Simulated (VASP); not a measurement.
Write the native input for VASP 6.6.1 that does the following.

* Task: single point
* Functional: LDA
* Potentials or basis: VASP PAW LDA potentials, release 64 (Sn_d, O)
* Cutoff: 520 eV
* k mesh: 6 × 6 × 8
* Occupations: gaussian, width 0.05 eV
* Spin: no spin polarisation
* Dipole correction: no
* Further INCAR settings: ALGO = Normal; EDIFF = 1e-06; NBANDS = 35

The structure of SnO2 lies in POSCAR:

```
SnO2
1.0
    4.7207174017      0.0000000000      0.0000000000
    0.0000000000      4.7207174017      0.0000000000
    0.0000000000      0.0000000000      3.1887553105
Sn O
2 4
Direct
    0.0000000000      0.0000000000     -0.0526851337
    0.5000000000      0.5000000000      0.5526851337
    0.2523626180      0.3598504812      0.0306530775
    0.2476373820      0.8598504812      0.4693469225
    0.7476373820      0.6401495188      0.0306530775
    0.7523626180      0.1401495188      0.4693469225
```

This cell differs from its parent crystal: mode 4 frozen in at -0.359 Å and mode 5 at -0.168 Å (largest displacements).

One way to write it, as run:

INCAR

```
PREC = Accurate
ENCUT = 520
EDIFF = 1E-6
ISMEAR = 0
SIGMA = 0.05
LREAL = False
LASPH = True
NELM = 100
ALGO = Normal
ISIF = 2
LWAVE = False
LCHARG = True
LELF = True
LVHAR = True
NBANDS = 35
```

KPOINTS

```
Automatic mesh
0
Gamma
  6 6 8
```

Potentials or basis: VASP PAW LDA potentials, release 64 (Sn_d, O).

Launch:

```sh
$ cat potpaw_LDA.64/Sn_d/POTCAR potpaw_LDA.64/O/POTCAR > POTCAR
$ mpirun -np 1 vasp_std > vasp.out
```

It gave:

| Quantity | Value |
| --- | --- |
| Pressure | -4.1 GPa |
| Largest force | 1.428 eV/Å |
| Band gap on the k mesh | 1.24 eV, indirect (least direct gap 1.32 eV) |

Caveat: the cell differs from its parent crystal (mode 4 frozen in at -0.359 Å and mode 5 at -0.168 Å (largest displacements)); spin-orbit coupling is left out, which moves the levels of the heavy elements; forces of over 1 eV/Å act on the atoms, so gaps and moduli don't describe the material at rest.

Wall time 73 s on 1 thread of Intel(R) Xeon(R) 6975P-C (Granite Rapids) (shared host), peak memory 0.25 GiB.
